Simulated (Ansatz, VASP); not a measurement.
## Mg7CuO8 in VASP and in Ansatz

```xyz
16
Lattice="0.0000 4.3554 4.3554 4.3554 0.0000 4.3554 4.3554 4.3554 0.0000" Properties=species:S:1:pos:R:3 pbc="T T T"
Mg    0.0000    0.0000    0.0000
Mg    2.1777    2.1777    0.0000
Mg    2.1777    0.0000    2.1777
Mg    4.3554    2.1777    2.1777
Mg    2.1777    4.3554    2.1777
Mg    2.1777    2.1777    4.3554
Mg    4.3554    4.3554    4.3554
Cu    0.0000    2.1777    2.1777
O     2.1777    2.1777    2.1777
O     4.3554    4.3554    2.1777
O     4.3554    2.1777    4.3554
O     6.5331    4.3554    4.3554
O     2.1777    4.3554    4.3554
O     4.3554    6.5331    4.3554
O     4.3554    4.3554    6.5331
O     6.5331    6.5331    6.5331
```

Alike in both runs: task single point; functional PBE; k mesh 2 × 2 × 2; occupations fermi-dirac, width 0.01 eV; no spin polarisation.

|  | VASP | Ansatz |
| --- | --- | --- |
| version | VASP 6.6.1 | Ansatz 0.2.0 |
| potentials or method | VASP PAW PBE potentials, release 64 (Mg, Cu, O), cutoff 520 eV | PAW, plane waves, scalar-relativistic |
| valence electrons in the cell | 73 | 137 |

VASP gave:

```
pressure (GPa)                     : -9.5
rms of the force components (eV/Å) : 0.150
```

**Question.** What did Ansatz give for the same quantities?

**Answer.** Pressure (GPa): -8.8; rms of the force components (eV/Å): 0.142.

VASP's potentials hold 73 valence electrons a cell and Ansatz's 137, so a difference there can come from the potentials and not from the codes.

The k mesh is coarse, so the values compare programs but aren't converged.
